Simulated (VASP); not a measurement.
# CO2 (CO2-V) (I-42d) in VASP: notebook

The runs below take CO2 (CO2-V) through single point, relaxation of cell and atoms, with LDA.

Program: VASP 6.6.1. These are calculated values, not measurements. Logs are shortened: lines on timing, memory, paths and dates and some standing lists are left out, and cuts for length are marked.

**1. The cell of the first run**

It takes space group I-42d (No. 122, tetragonal). Conventional cell: a = 3.533 Å, b = 3.533 Å, c = 5.893 Å, α = 90.00°, β = 90.00°, γ = 90.00°. C (site symmetry -4) has 4 O at 1.35 Å within 1.8 Å. Within 1.8 Å of O (site symmetry 2) lie 2 C at 1.35 Å.

**2. Single point, LDA**

The input, INCAR:

```
SYSTEM = CO2
ALGO     = Normal         ! electronic algorithm
EDIFF    = 1E-6           ! SCF threshold, eV
ENCUT    = 520            ! plane-wave cutoff, eV
GGA      = CA             ! functional
ISIF     = 2              ! what is computed and relaxed
ISMEAR   = 0              ! smearing method
LASPH    = .True.         ! aspherical terms in the spheres
LCHARG   = .False.        ! write CHGCAR
LREAL    = .False.        ! projectors in reciprocal space
LWAVE    = .False.        ! write WAVECAR
NBANDS   = 25             ! bands
NELM     = 100            ! most SCF steps
PREC     = Accurate       ! precision mode
SIGMA    = 0.01           ! smearing width, eV
```

The input, KPOINTS:

```
k-points
0
Gamma
  8 8 8
  0 0 0
```

The input, POSCAR:

```
CO2
1.0
   -1.7666528254      1.7666528254      2.9466784675
    1.7666528254     -1.7666528254      2.9466784675
    1.7666528254      1.7666528254     -2.9466784675
C O
2 4
Direct
    0.0000000000      0.0000000000      0.0000000000
    0.7500000000      0.2500000000      0.5000000000
    0.3750000000      0.3262983831      0.4512983831
    0.6737016169      0.1250000000      1.0487016169
    0.8750000000      0.9237016169      0.5487016169
    0.0762983831      0.6250000000     -0.0487016169
```

Potentials or basis: VASP PAW LDA potentials, release 64 (C, O).

The run is started by

```bash
$ cat potpaw_LDA.64/C/POTCAR potpaw_LDA.64/O/POTCAR > POTCAR
$ mpirun -np 1 vasp_std > vasp.out
```

OUTCAR:

```text
SYSTEM = CO2
   EDIFF = 1E-6
   ENCUT = 520
   GGA = CA
   ISIF = 2
   ISMEAR = 0
   LASPH = .True.
   LREAL = .False.
   NELM = 100
   PREC = Accurate

 ion  position               nearest neighbor table
   1  0.000  0.000  0.000-   3 1.35   4 1.35   5 1.35   6 1.35
   2  0.750  0.250  0.500-   3 1.35   4 1.35   5 1.35   6 1.35
   3  0.375  0.326  0.451-   1 1.35   2 1.35
   4  0.674  0.125  0.049-   1 1.35   2 1.35
   5  0.875  0.924  0.549-   1 1.35   2 1.35
   6  0.076  0.625  0.951-   1 1.35   2 1.35

  LATTYP: Found a body centered tetragonal cell.
 ALAT       =     3.5333056508
 C/A-ratio  =     1.6679442758

  Lattice vectors:

 A1 = (  -1.7666528254,   1.7666528254,   2.9466784675)
 A2 = (   1.7666528254,  -1.7666528254,   2.9466784675)
 A3 = (   1.7666528254,   1.7666528254,  -2.9466784675)

Analysis of symmetry for initial positions (statically):
=====================================================================
 Subroutine PRICEL returns:
 Original cell was already a primitive cell.

 Routine SETGRP: Setting up the symmetry group for a
 body centered tetragonal supercell.

 Subroutine GETGRP returns: Found  8 space group operations
 (whereof  4 operations were pure point group operations)
 out of a pool of 16 trial point group operations.

The static configuration has the point symmetry S_4 .
 The point group associated with its full space group is D_2d.

Analysis of symmetry for dynamics (positions and initial velocities):
=====================================================================
 Subroutine PRICEL returns:
 Original cell was already a primitive cell.

 Routine SETGRP: Setting up the symmetry group for a
 body centered tetragonal supercell.

 Subroutine GETGRP returns: Found  8 space group operations
 (whereof  4 operations were pure point group operations)
 out of a pool of 16 trial point group operations.

The dynamic configuration has the point symmetry S_4 .
 The point group associated with its full space group is D_2d.

 Subroutine INISYM returns: Found  8 space group operations
 (whereof  4 operations are pure point group operations),
 and found     1 'primitive' translations

----------------------------------------------------------------------------------------

                                     Primitive cell

  volume of cell :      36.7871

  direct lattice vectors                    reciprocal lattice vectors
    -1.766652825  1.766652825  2.946678467     0.000000000  0.283021085  0.169682578
     1.766652825 -1.766652825  2.946678467     0.283021085  0.000000000  0.169682578
     1.766652825  1.766652825 -2.946678467     0.283021085  0.283021085  0.000000000

  length of vectors
     3.863293725  3.863293725  3.863293725     0.329989564  0.329989564  0.400252257

  position of ions in fractional coordinates (direct lattice)
     0.000000000  0.000000000  0.000000000
     0.750000000  0.250000000  0.500000000
     0.375000000  0.326298383  0.451298383
     0.673701617  0.125000000  0.048701617
     0.875000000  0.923701617  0.548701617
     0.076298383  0.625000000  0.951298383

  ion indices of the primitive-cell ions
   primitive index   ion index
                 1           1
                 2           2
                 3           3
                 4           4
                 5           5
                 6           6

----------------------------------------------------------------------------------------

 KPOINTS: k-points

Automatic generation of k-mesh.
 Grid dimensions read from file:
 generate k-points for:    8    8    8

 Generating k-lattice:

  Cartesian coordinates                     Fractional coordinates (reciprocal lattice)
     0.000000000  0.035377636  0.021210322     0.125000000  0.000000000 -0.000000000
     0.035377636  0.000000000  0.021210322     0.000000000  0.125000000 -0.000000000
     0.035377636  0.035377636  0.000000000     0.000000000  0.000000000  0.125000000

  Length of vectors
     0.041248695  0.041248695  0.050031532

  Shift w.r.t. Gamma in fractional coordinates (k-lattice)
     0.000000000  0.000000000  0.000000000

 Subroutine IBZKPT returns following result:
 ===========================================

 Found     59 irreducible k-points:

 Following reciprocal coordinates:
            Coordinates               Weight
  0.000000  0.000000  0.000000      1.000000
  0.125000  0.000000  0.000000      8.000000
  0.250000  0.000000  0.000000      8.000000
  0.375000  0.000000  0.000000      8.000000
  0.500000  0.000000  0.000000      4.000000
  0.125000  0.125000  0.000000      8.000000
[... 16 lines left out ...]
  0.250000  0.125000  0.125000     16.000000
  0.375000  0.125000  0.125000      8.000000
 [... further k-points ...]
   k-points           NKPTS =     59   k-points in BZ     NKDIM =     59   number of bands    NBANDS=     25
   number of dos      NEDOS =    301   number of ions     NIONS =      6
   total plane-waves  NPLWV =  27000
   dimension x,y,z NGX =    30 NGY =   30 NGZ =   30
   dimension x,y,z NGXF=    60 NGYF=   60 NGZF=   60
   ions per type =               2   4
   NGX,Y,Z   is equivalent  to a cutoff of  12.91, 12.91, 12.91 a.u.
   NGXF,Y,Z  is equivalent  to a cutoff of  25.82, 25.82, 25.82 a.u.
 SYSTEM =  CO2
   PREC   = accura    normal or accurate (medium, high low for compatibility)
   ISTART =      0    job   : 0-new  1-cont  2-samecut
   ICHARG =      2    charge: 1-file 2-atom 10-const
   ISPIN  =      1    spin polarized calculation?
   LNONCOLLINEAR =      F non collinear calculations
   LSORBIT =      F    spin-orbit coupling
   LASPH  =      T    aspherical Exc in radial PAW
   ENCUT  =  520.0 eV  38.22 Ry    6.18 a.u.   7.18  7.18  7.18*2*pi/ulx,y,z
   NELM   =    100;   NELMIN=  2; NELMDL= -5     # of ELM steps
   EDIFF  = 0.1E-05   stopping-criterion for ELM
   LREAL  =      F    real-space projection
   EDIFFG = 0.1E-04   stopping-criterion for IOM
   NSW    =      0    number of steps for IOM
   IBRION =     -1    ionic relax: 0-MD 1-quasi-New 2-CG
   NFREE  =      0    steps in history (QN), initial steepest desc. (CG)
   ISIF   =      2    stress and relaxation
   ISYM   =      2    0-nonsym 1-usesym 2-fastsym
   POTIM  = 0.5000    time-step for ionic-motion
   TEBEG  =    0.0;   TEEND  =   0.0 temperature during run
   PSTRESS=    0.0 pullay stress
   NELECT =      32.0000    total number of electrons
   NUPDOWN=      -1.0000    fix difference up-down
   EMIN   =  10.00;   EMAX   =-10.00  energy-range for DOS
   EFERMI =   0.00;   METHOD = LEGACY
   ISMEAR =     0;   SIGMA  =   0.01  broadening in eV -4-tet -1-fermi 0-gaus
   EFERMI_NEDOS =   21; number of points for ismear=-14 and -15
   IALGO  =     38    algorithm
   IMIX   =      4    mixing-type and parameters
     AMIX     =   0.40;   BMIX     =  1.00
     AMIX_MAG =   1.60;   BMIX_MAG =  1.00
  volume/ion in A,a.u.               =       6.13        41.38
  Fermi-wavevector in a.u.,A,eV,Ry     =   1.562763  2.953194 33.228529  2.442228
  Thomas-Fermi vector in A             =   2.665634
   LORBIT       =      0    0 simple, 1 ext, 2 COOP (PROOUT), +10 PAW based schemes
   GGA     = CA    functional components
   LHFCALC =     F    Hartree Fock is set to
   AEXX    =    0.0000 exact exchange contribution
   IVDW    =     0    specifies the selected vdW correction
   LEPSILON=     F    determine dielectric tensor
   LRPA    =     F    only Hartree local field effects (RPA)
 non-spin polarized calculation
 Gauss-broadening in eV      SIGMA  =   0.01
  energy-cutoff  :      520.00
  volume of cell :       36.79
 maximum number of plane-waves:      1007
 NGX is ok and might be reduce to    30
   NGX = 15   NGY = 15   NGZ = 15

 number of electron      31.9999982 magnetization

 Free energy of the ion-electron system (eV)
  ---------------------------------------------------
  ext. energy  EPLUGINS =         0.00000000
  ---------------------------------------------------
  free energy    TOTEN  =       -48.24659711 eV

  energy without entropy =      -48.24659711  energy(sigma->0) =      -48.24659711

 E-fermi :   5.2355     XC(G=0): -13.1802

 val. band max:        5.0562476745   @ k =  -0.3750   0.3750   0.3750
 cond. band min:      12.3219831945   @ k =   0.0000   0.0000   0.0000
 fundamental gap:      7.2657355201
 Fermi energy:         5.2355124789

 k-point     1 :       0.0000    0.0000    0.0000
  band No.  band energies     occupation
      1     -20.7622      2.00000
      2     -14.3688      2.00000
      3     -14.3688      2.00000
      4     -13.8766      2.00000
      5      -9.8235      2.00000
      6      -5.5865      2.00000
[... 17 lines left out ...]
     24      20.3088      0.00000
     25      21.2120      0.00000

 k-point     2 :       0.1250    0.0000    0.0000
  band No.  band energies     occupation
      1     -20.6263      2.00000
      2     -14.6862      2.00000
      3     -14.4348      2.00000
      4     -14.0094      2.00000
      5      -9.4964      2.00000
      6      -5.6174      2.00000
[... 17 lines left out ...]
     24      20.5439      0.00000
     25      21.5229      0.00000

 k-point     3 :       0.2500    0.0000    0.0000
  band No.  band energies     occupation
      1     -20.2407      2.00000
      2     -15.5764      2.00000
      3     -14.5456      2.00000
      4     -14.1723      2.00000
      5      -8.8877      2.00000
      6      -5.6378      2.00000
[... 552 lines left out ...]
 k-point    23 :       0.2500    0.1250    0.1250
  band No.  band energies     occupation
      1     -19.3412      2.00000
      2     -16.7559      2.00000
      3     -14.9143      2.00000
      4     -14.5026      2.00000
      5      -8.1552      2.00000
      6      -6.2287      2.00000
[... 17 lines left out ...]
     24      20.4622      0.00000
     25      22.4265      0.00000

 k-point    24 :       0.3750    0.1250    0.1250
  band No.  band energies     occupation
      1     -19.0011      2.00000
      2     -17.1934      2.00000
      3     -14.9380      2.00000
      4     -14.5906      2.00000
      5      -8.0198      2.00000
      6      -6.0750      2.00000
[... 17 lines left out ...]
     24      20.1736      0.00000
     25      22.8734      0.00000

 [... further k-points ...]

------------------------ aborting loop because EDIFF is reached ----------------------------------------

  FORCE on cell =-STRESS in cart. coord.  units (eV):
  Direction    XX          YY          ZZ          XY          YZ          ZX
  --------------------------------------------------------------------------------------
  -------------------------------------------------------------------------------------
  Total        9.6893637      9.6893637      9.6659703      0.0000000      0.0000000      0.0000000
  in kB      421.9982739    421.9982739    420.9794276      0.0000000      0.0000000      0.0000000
  external PRESSURE =     421.6586585 kB  Pullay stress =       0.0000000 kB

 VOLUME and BASIS-vectors are now :
 -----------------------------------------------------------------------------
  energy-cutoff  :      520.00
  volume of cell :       36.79
      direct lattice vectors                 reciprocal lattice vectors
    -1.766652825  1.766652825  2.946678467     0.000000000  0.283021085  0.169682578
     1.766652825 -1.766652825  2.946678467     0.283021085  0.000000000  0.169682578
     1.766652825  1.766652825 -2.946678467     0.283021085  0.283021085  0.000000000

 POSITION                                       TOTAL-FORCE (eV/Angst)
 -----------------------------------------------------------------------------------
      0.00000      0.00000      0.00000         0.000000     -0.000000      0.000000
     -0.00000      1.76665      1.47334         0.000000     -0.000000      0.000000
      0.71125      0.88333      0.73667         0.185141     -0.000000      0.000000
     -0.88333      1.05540      2.21001         0.000000     -0.185141     -0.000000
      1.05540      0.88333      3.68335        -0.185141     -0.000000     -0.000000
      2.64998      0.71125     -0.73667        -0.000000      0.185141      0.000000
 -----------------------------------------------------------------------------------
    total drift:                               -0.000001     -0.000001     -0.000000

  FREE ENERGIE OF THE ION-ELECTRON SYSTEM (eV)
  ---------------------------------------------------
  free  energy   TOTEN  =       -48.2465971124 eV

  energy  without entropy=      -48.2465971124  energy(sigma->0) =      -48.24659711
```

Wall time 99 s (1 thread of AMD EPYC 7R13 (Zen 3), shared host); peak memory 0.13 GiB.

What came out:

```
Free energy            : -48.2466 eV
Pressure               : 42.2 GPa
Largest force          : 0.185 eV/Å
Band gap on the k mesh : 7.27 eV, indirect (least direct gap 7.53 eV)
```

Forces on the atoms (eV/Å):
```
C    0.000  0.000  0.000
C    0.000  0.000  0.000
O    0.185  0.000  0.000
O    0.000 -0.185  0.000
O   -0.185  0.000  0.000
O    0.000  0.185  0.000
```

A k mesh can miss the band edges.

**3. Relaxation of cell and atoms, LDA, target pressure 38.6 GPa, at which the enthalpy is minimised**

This run uses another cell than the first one, of 6.32 Å³/atom, 1.031 times its volume.

The input, INCAR:

```
PREC = Accurate
ENCUT = 600
EDIFF = 1E-7
ISMEAR = 0
SIGMA = 0.01
LREAL = F
LASPH = T
NELM = 60
ALGO = Normal
ISIF = 3
LWAVE = F
LCHARG = F
IBRION = 2
NSW = 80
EDIFFG = -0.002
PSTRESS = 386.0
```

The input, KPOINTS:

```
Automatic mesh
0
Gamma
  8 8 8
```

The input, POSCAR:

```
CO2
1.0
   -1.8081000000      1.8081000000      2.9017000000
    1.8081000000     -1.8081000000      2.9017000000
    1.8081000000      1.8081000000     -2.9017000000
C O
2 4
Direct
    0.0000000000      0.0000000000      0.0000000000
    0.7500000000      0.2500000000      0.5000000000
    0.3750000000      0.3950000000      0.5200000000
    0.6050000000      0.1250000000      0.9800000000
    0.8750000000      0.8550000000      0.4800000000
    0.1450000000      0.6250000000      0.0200000000
```

Potentials or basis: VASP PAW LDA potentials, release 64 (C, O).

The run is started by

```bash
$ cat potpaw_LDA.64/C/POTCAR potpaw_LDA.64/O/POTCAR > POTCAR
$ mpirun -np 1 vasp_std > vasp.out
```

Run time: 35 min. Hardware: 1 thread of AMD EPYC 7R13 (Zen 3), shared host; peak memory 0.14 GiB.

It converged, with:

```
Free energy                                            : -48.3091 eV
Relaxed volume                                         : 6.15 Å³/atom
Relaxed cell                                           : a = 3.871 Å, b = 3.871 Å, c = 3.871 Å, α = 125.75°, β = 125.75°, γ = 80.29°
Space group after relaxing (to 0.05 Å)                 : I-42d (No. 122)
Energy change on relaxing (the enthalpy is what falls) : -715.7 meV/atom
Ionic steps                                            : 16
Pressure after relaxing                                : 38.6 GPa
Band gap on the k mesh                                 : 7.23 eV, indirect (least direct gap 7.49 eV)
```

The path:
```csv
step,energy change (eV),largest force (eV/Å),pressure (GPa),volume (Å³)
1,0.0000,7.8980,-14.84,37.95
2,9.9396,16.5851,395.06,27.34
3,-2.6531,2.6497,59.58,33.19
4,-2.6314,1.7937,71.40,32.78
5,-2.5916,1.3645,77.41,32.58
6,-4.3348,0.5846,36.17,37.32
7,-4.1202,0.2674,43.35,36.26
8,-4.2729,0.6429,30.51,36.94
9,-4.1940,0.1038,38.07,36.53
10,-4.2030,0.1023,38.49,36.54
11,-4.2203,0.0938,39.76,36.58
12,-4.2228,0.0903,40.13,36.59
13,-4.3279,0.0622,36.95,37.02
14,-4.2963,0.0702,37.93,36.89
15,-4.2865,0.1833,40.45,36.85
16,-4.2943,0.0005,38.61,36.88
```

Final structure:
```yaml
crystal:
  lattice:
    - [-1.76502, 1.76502, 2.95926]
    - [1.76502, -1.76502, 2.95926]
    - [1.76502, 1.76502, -2.95926]
  atoms:
    - { symbol: C, position: [0.00000, 0.00000, 0.00000] }
    - { symbol: C, position: [0.75000, 0.25000, 0.50000] }
    - { symbol: O, position: [0.37500, 0.32767, 0.45267] }
    - { symbol: O, position: [0.67233, 0.12500, 0.04733] }
    - { symbol: O, position: [0.87500, 0.92234, 0.54734] }
    - { symbol: O, position: [0.07767, 0.62500, 0.95266] }
```

Levels at points of the mesh, in eV from the valence-band top:
| k point | band 13 | band 14 | band 15 | band 16 | band 17 | band 18 | band 19 | band 20 |
| --- | --- | --- | --- | --- | --- | --- | --- | --- |
| (0.00, 0.00, 0.00) | -2.11 | -0.54 | -0.54 | -0.26 | 7.23 | 10.40 | 10.40 | 11.50 |
| (0.50, 0.00, 0.00) | -1.99 | -1.63 | -0.47 | -0.12 | 9.07 | 10.67 | 10.79 | 11.50 |
| (0.50, 0.50, 0.00) | -0.84 | -0.84 | -0.39 | -0.39 | 10.15 | 10.15 | 11.00 | 11.00 |
| (0.50, 0.50, 0.50) | -2.98 | -2.98 | -0.30 | -0.30 | 8.52 | 8.52 | 11.06 | 11.06 |

Caveat: the cell is relaxed towards a set pressure, so the enthalpy falls and the energy may rise.
